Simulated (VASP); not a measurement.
# WC in VASP: further runs, part 2 of 2

VASP 6.6.1. The steps go on from the part before.

**3. Single point, PBE (9.69 Å³/atom)**

This run uses another cell than the first one, of 9.69 Å³/atom.

Contents of INCAR:

```
ALGO     = Normal         # electronic algorithm
EDIFF    = 1E-7           # SCF threshold, eV
ENCUT    = 520            # plane-wave cutoff, eV
GGA      = PE             # functional
ISIF     = 2              # what is computed and relaxed
ISMEAR   = -1             # smearing method
LASPH    = T              # aspherical terms in the spheres
LCHARG   = T              # write CHGCAR
LELF     = T              # ELF
LREAL    = F              # projectors in reciprocal space
LVHAR    = T            
LWAVE    = F              # write WAVECAR
NBANDS   = 16             # bands
NELM     = 100            # most SCF steps
PREC     = Accurate       # precision mode
SIGMA    = 0.05           # smearing width, eV
```

Contents of KPOINTS:

```
k-points
0
Gamma
  13 13 12
```

Contents of POSCAR:

```
WC
1.0
    2.8417946007      0.0000000000      0.0000000000
   -1.4208973004      2.4610663166      0.0000000000
    0.0000000000      0.0000000000      2.7717403707
W C
1 1
Direct
    0.0000000000      0.0000000000      0.0000000000
    0.6666666667      0.3333333333      0.5000000000
```

Potentials or basis: VASP PAW PBE potentials, release 64 (W_sv, C).

On the command line:

```sh
> cat potpaw_PBE.64/W_sv/POTCAR potpaw_PBE.64/C/POTCAR > POTCAR
> mpirun -np 1 vasp_std > vasp.out
```

OUTCAR:

```text
EDIFF = 1E-7
   ENCUT = 520
   GGA = PE
   ISIF = 2
   ISMEAR = -1
   LASPH = T
   LREAL = F
   NELM = 100
   PREC = Accurate

 ion  position               nearest neighbor table
   1  0.000  0.000  0.000-   2 2.15   2 2.15   2 2.15   2 2.15   2 2.15   2 2.15
   2  0.667  0.333  0.500-   1 2.15   1 2.15   1 2.15   1 2.15   1 2.15   1 2.15

  LATTYP: Found a hexagonal cell.
 ALAT       =     2.8417946007
 C/A-ratio  =     0.9753485949

  Lattice vectors:

 A1 = (   2.8417946007,   0.0000000000,   0.0000000000)
 A2 = (  -1.4208973004,   2.4610663166,   0.0000000000)
 A3 = (   0.0000000000,   0.0000000000,   2.7717403707)

Analysis of symmetry for initial positions (statically):
=====================================================================
 Subroutine PRICEL returns:
 Original cell was already a primitive cell.

 Routine SETGRP: Setting up the symmetry group for a
 hexagonal supercell.

 Subroutine GETGRP returns: Found 12 space group operations
 (whereof 12 operations were pure point group operations)
 out of a pool of 24 trial point group operations.

The static configuration has the point symmetry D_3h.

Analysis of symmetry for dynamics (positions and initial velocities):
=====================================================================
 Subroutine PRICEL returns:
 Original cell was already a primitive cell.

 Routine SETGRP: Setting up the symmetry group for a
 hexagonal supercell.

 Subroutine GETGRP returns: Found 12 space group operations
 (whereof 12 operations were pure point group operations)
 out of a pool of 24 trial point group operations.

The dynamic configuration has the point symmetry D_3h.

 Subroutine INISYM returns: Found 12 space group operations
 (whereof 12 operations are pure point group operations),
 and found     1 'primitive' translations

----------------------------------------------------------------------------------------

                                     Primitive cell

  volume of cell :      19.3851

  direct lattice vectors                    reciprocal lattice vectors
     2.841794601  0.000000000  0.000000000     0.351890316  0.203163969  0.000000000
    -1.420897300  2.461066317  0.000000000     0.000000000  0.406327937  0.000000000
     0.000000000  0.000000000  2.771740371     0.000000000  0.000000000  0.360784152

  length of vectors
     2.841794601  2.841794601  2.771740371     0.406327937  0.406327937  0.360784152

  position of ions in fractional coordinates (direct lattice)
     0.000000000  0.000000000  0.000000000
     0.666666667  0.333333333  0.500000000

  ion indices of the primitive-cell ions
   primitive index   ion index
                 1           1
                 2           2

----------------------------------------------------------------------------------------

 KPOINTS: k-points

Automatic generation of k-mesh.
 Grid dimensions read from file:
 generate k-points for:   13   13   12

 Generating k-lattice:

  Cartesian coordinates                     Fractional coordinates (reciprocal lattice)
     0.027068486  0.015627998  0.000000000     0.076923077  0.000000000  0.000000000
     0.000000000  0.031255995  0.000000000     0.000000000  0.076923077  0.000000000
     0.000000000  0.000000000  0.030065346     0.000000000  0.000000000  0.083333333

  Length of vectors
     0.031255995  0.031255995  0.030065346

  Shift w.r.t. Gamma in fractional coordinates (k-lattice)
     0.000000000  0.000000000  0.000000000

 Subroutine IBZKPT returns following result:
 ===========================================

 Found    147 irreducible k-points:

 Following reciprocal coordinates:
            Coordinates               Weight
  0.000000  0.000000  0.000000      1.000000
  0.076923  0.000000  0.000000      6.000000
  0.153846  0.000000  0.000000      6.000000
  0.230769  0.000000  0.000000      6.000000
  0.307692  0.000000  0.000000      6.000000
  0.384615  0.000000  0.000000      6.000000
[... 16 lines left out ...]
  0.076923  0.000000  0.083333     12.000000
  0.153846  0.000000  0.083333     12.000000
 [... further k-points ...]
   k-points           NKPTS =    147   k-points in BZ     NKDIM =    147   number of bands    NBANDS=     16
   number of dos      NEDOS =    301   number of ions     NIONS =      2
   total plane-waves  NPLWV =  13824
   dimension x,y,z NGX =    24 NGY =   24 NGZ =   24
   dimension x,y,z NGXF=    48 NGYF=   48 NGZF=   48
   ions per type =               1   1
   NGX,Y,Z   is equivalent  to a cutoff of  14.04, 14.04, 14.39 a.u.
   NGXF,Y,Z  is equivalent  to a cutoff of  28.08, 28.08, 28.79 a.u.
 SYSTEM =  unknown system
   PREC   = accura    normal or accurate (medium, high low for compatibility)
   ISTART =      0    job   : 0-new  1-cont  2-samecut
   ICHARG =      2    charge: 1-file 2-atom 10-const
   ISPIN  =      1    spin polarized calculation?
   LNONCOLLINEAR =      F non collinear calculations
   LSORBIT =      F    spin-orbit coupling
   LASPH  =      T    aspherical Exc in radial PAW
   ENCUT  =  520.0 eV  38.22 Ry    6.18 a.u.   5.28  5.28  5.15*2*pi/ulx,y,z
   NELM   =    100;   NELMIN=  2; NELMDL= -5     # of ELM steps
   EDIFF  = 0.1E-06   stopping-criterion for ELM
   LREAL  =      F    real-space projection
   EDIFFG = 0.1E-05   stopping-criterion for IOM
   NSW    =      0    number of steps for IOM
   IBRION =     -1    ionic relax: 0-MD 1-quasi-New 2-CG
   NFREE  =      0    steps in history (QN), initial steepest desc. (CG)
   ISIF   =      2    stress and relaxation
   ISYM   =      2    0-nonsym 1-usesym 2-fastsym
   POTIM  = 0.5000    time-step for ionic-motion
   TEBEG  =    0.0;   TEEND  =   0.0 temperature during run
   PSTRESS=    0.0 pullay stress
   NELECT =      18.0000    total number of electrons
   NUPDOWN=      -1.0000    fix difference up-down
   EMIN   =  10.00;   EMAX   =-10.00  energy-range for DOS
   EFERMI =   0.00;   METHOD = LEGACY
   ISMEAR =    -1;   SIGMA  =   0.05  broadening in eV -4-tet -1-fermi 0-gaus
   EFERMI_NEDOS =   21; number of points for ismear=-14 and -15
   IALGO  =     38    algorithm
   IMIX   =      4    mixing-type and parameters
     AMIX     =   0.40;   BMIX     =  1.00
     AMIX_MAG =   1.60;   BMIX_MAG =  1.00
  volume/ion in A,a.u.               =       9.69        65.41
  Fermi-wavevector in a.u.,A,eV,Ry     =   1.597139  3.018156 34.706478  2.550854
  Thomas-Fermi vector in A             =   2.694792
   LORBIT       =      0    0 simple, 1 ext, 2 COOP (PROOUT), +10 PAW based schemes
   GGA     = PE    functional components
[... 5 lines left out ...]
 non-spin polarized calculation
  energy-cutoff  :      520.00
  volume of cell :       19.39
 maximum number of plane-waves:       533
 NGX is ok and might be reduce to    24
   NGX = 11   NGY = 11   NGZ = 11

 number of electron      18.0000000 magnetization

 Free energy of the ion-electron system (eV)
  ---------------------------------------------------
  ext. energy  EPLUGINS =         0.00000000
  ---------------------------------------------------
  free energy    TOTEN  =       -22.25428045 eV

  energy without entropy =      -22.25215225  energy(sigma->0) =      -22.25321635

 E-fermi :  12.1116     XC(G=0): -14.1828

 val. band max:       12.0690510792   @ k =   0.0769   0.0769   0.5000
 cond. band min:      12.1557733271   @ k =   0.4615   0.0769   0.4167
 fundamental gap:      0.0867222479
 Fermi energy:        12.1115876821

 k-point     1 :       0.0000    0.0000    0.0000
  band No.  band energies     occupation
      1     -61.7755      2.00000
      2     -25.7505      2.00000
      3     -25.6273      2.00000
      4     -25.6273      2.00000
      5      -2.8995      2.00000
      6       7.3645      2.00000
[... 8 lines left out ...]
     15      27.1636      0.00000
     16      29.4501      0.00000
[... 419 lines left out ...]
 k-point    24 :       0.1538    0.0000    0.0833
  band No.  band energies     occupation
      1     -61.7546      2.00000
      2     -25.8580      2.00000
      3     -25.7842      2.00000
      4     -25.6743      2.00000
      5      -2.0741      2.00000
      6       7.2008      2.00000
[... 8 lines left out ...]
     15      26.2114      0.00000
     16      30.6518      0.00000

 [... further k-points ...]

------------------------ aborting loop because EDIFF is reached ----------------------------------------

  FORCE on cell =-STRESS in cart. coord.  units (eV):
  Direction    XX          YY          ZZ          XY          YZ          ZX
  --------------------------------------------------------------------------------------
  -------------------------------------------------------------------------------------
  Total        4.5592257      4.5592257      5.1356867     -0.0000000     -0.0000000      0.0000000
  in kB      376.8192849    376.8192849    424.4637024     -0.0000000     -0.0000000      0.0000000
  external PRESSURE =     392.7007574 kB  Pullay stress =       0.0000000 kB

 VOLUME and BASIS-vectors are now :
 -----------------------------------------------------------------------------
  energy-cutoff  :      520.00
  volume of cell :       19.39
      direct lattice vectors                 reciprocal lattice vectors
     2.841794601  0.000000000  0.000000000     0.351890316  0.203163969  0.000000000
    -1.420897300  2.461066317  0.000000000     0.000000000  0.406327937  0.000000000
     0.000000000  0.000000000  2.771740371     0.000000000  0.000000000  0.360784152

 POSITION                                       TOTAL-FORCE (eV/Angst)
 -----------------------------------------------------------------------------------
      0.00000      0.00000      0.00000         0.000000      0.000000      0.000000
      1.42090      0.82036      1.38587        -0.000000      0.000000      0.000000
 -----------------------------------------------------------------------------------
    total drift:                               -0.000000      0.000000      0.000000

  FREE ENERGIE OF THE ION-ELECTRON SYSTEM (eV)
  ---------------------------------------------------
  free  energy   TOTEN  =       -22.2542804512 eV

  energy  without entropy=      -22.2521522528  energy(sigma->0) =      -22.25321635
```

Wall time 60 s (1 thread of Intel Xeon 8259CL, shared host); peak memory 0.17 GiB.

What came out:

```yaml
Free_energy: -22.2543 eV
Pressure: 39.3 GPa
Band_gap_on_the_k_mesh: zero (bands 9 and 10 overlap by 1.38 eV)
```

Stress tensor (GPa, compression positive):
```
37.68  0.00  0.00
 0.00 37.68  0.00
 0.00  0.00 42.45
```

Caveat: the cell stands under pressure; spin-orbit coupling is left out, which moves the levels of the heavy elements.

**4. Single point, PBE (10.00 Å³/atom)**

This run uses another cell than the first one, of 10.00 Å³/atom.

Contents of INCAR:

```
PREC     = Accurate       # precision mode
ENCUT    = 520            # plane-wave cutoff, eV
EDIFF    = 1E-6           # SCF threshold, eV
ISMEAR   = -1             # smearing method
SIGMA    = 0.05           # smearing width, eV
LREAL    = False          # projectors in reciprocal space
LASPH    = True           # aspherical terms in the spheres
NELM     = 80             # most SCF steps
ALGO     = Normal         # electronic algorithm
ISIF     = 2              # what is computed and relaxed
LWAVE    = False          # write WAVECAR
LCHARG   = False          # write CHGCAR
GGA      = PE             # functional
NBANDS   = 16             # bands
```

Contents of KPOINTS:

```
regular mesh
0
Gamma
  13 13 12
```

Contents of POSCAR:

```
WC
1.0
    2.8712014385      0.0000000000      0.0000000000
   -1.4356007192      2.4865333851      0.0000000000
    0.0000000000      0.0000000000      2.8004222886
W C
1 1
Direct
    0.0000000000      0.0000000000      0.0000000000
    0.6666666667      0.3333333333      0.5000000000
```

Potentials or basis: VASP PAW PBE potentials, release 64 (W_sv, C).

On the command line:

```sh
> cat potpaw_PBE.64/W_sv/POTCAR potpaw_PBE.64/C/POTCAR > POTCAR
> mpirun -np 1 vasp_std > vasp.out
```

OUTCAR:

```text
PREC = Accurate
   ENCUT = 520
   EDIFF = 1E-6
   ISMEAR = -1
   LREAL = False
   LASPH = True
   NELM = 80
   ISIF = 2
   GGA = PE

 ion  position               nearest neighbor table
   1  0.000  0.000  0.000-   2 2.17   2 2.17   2 2.17   2 2.17   2 2.17   2 2.17
   2  0.667  0.333  0.500-   1 2.17   1 2.17   1 2.17   1 2.17   1 2.17   1 2.17

  LATTYP: Found a hexagonal cell.
 ALAT       =     2.8712014385
 C/A-ratio  =     0.9753485949

  Lattice vectors:

[... 641 lines left out ...]
 [... further k-points ...]

------------------------ aborting loop because EDIFF is reached ----------------------------------------

  FORCE on cell =-STRESS in cart. coord.  units (eV):
  Direction    XX          YY          ZZ          XY          YZ          ZX
  --------------------------------------------------------------------------------------
  -------------------------------------------------------------------------------------
  Total        2.8155260      2.8155260      3.1211522      0.0000000      0.0000000      0.0000000
  in kB      225.6257413    225.6257412    250.1174810      0.0000000      0.0000000      0.0000000
  external PRESSURE =     233.7896545 kB  Pullay stress =       0.0000000 kB

 VOLUME and BASIS-vectors are now :
 -----------------------------------------------------------------------------
  energy-cutoff  :      520.00
  volume of cell :       19.99
      direct lattice vectors                 reciprocal lattice vectors
     2.871201438  0.000000000  0.000000000     0.348286256  0.201083164  0.000000000
    -1.435600719  2.486533385  0.000000000     0.000000000  0.402166328  0.000000000
     0.000000000  0.000000000  2.800422289     0.000000000  0.000000000  0.357089002

 POSITION                                       TOTAL-FORCE (eV/Angst)
 -----------------------------------------------------------------------------------
      0.00000      0.00000      0.00000        -0.000000      0.000000      0.000000
      1.43560      0.82884      1.40021         0.000000     -0.000000      0.000000
 -----------------------------------------------------------------------------------
    total drift:                                0.000000     -0.000000      0.000000

  FREE ENERGIE OF THE ION-ELECTRON SYSTEM (eV)
  ---------------------------------------------------
  free  energy   TOTEN  =       -22.3727946795 eV

  energy  without entropy=      -22.3703146497  energy(sigma->0) =      -22.37155466
```

Wall time 49 s (1 thread of Intel Xeon 8259CL, shared host); peak memory 0.18 GiB.

What came out:

| Quantity | Value |
| --- | --- |
| Free energy | -22.3728 eV |
| Pressure | 23.4 GPa |
| Band gap on the k mesh | zero (bands 9 and 10 overlap by 1.33 eV) |

Caveat: the cell stands under pressure; spin-orbit coupling is left out, which moves the levels of the heavy elements.

**5. The runs side by side**

| cell | gap on the mesh (eV) | pressure (GPa) |
| --- | --- | --- |
| a = 2.901, b = 2.901, c = 2.829 Å, angles 90.0, 90.0, 120.0°, 2 atoms, atomic positions A | none | 10.0 |
| a = 2.842, b = 2.842, c = 2.772 Å, angles 90.0, 90.0, 120.0°, 2 atoms, atomic positions B | none | 39.3 |
| a = 2.871, b = 2.871, c = 2.800 Å, angles 90.0, 90.0, 120.0°, 2 atoms, atomic positions B | none | 23.4 |

Alike in all rows: task single point; level PBE; potentials or basis VASP PAW PBE potentials, release 64 (W_sv, C); no spin polarisation; k mesh 13 × 13 × 12; cutoff (eV) 520; smearing fermi-dirac 0.05 eV.

Caveats: the cell stands under pressure; spin-orbit coupling is left out, which moves the levels of the heavy elements.

Absolute energies hang on the potentials; compare differences alone.
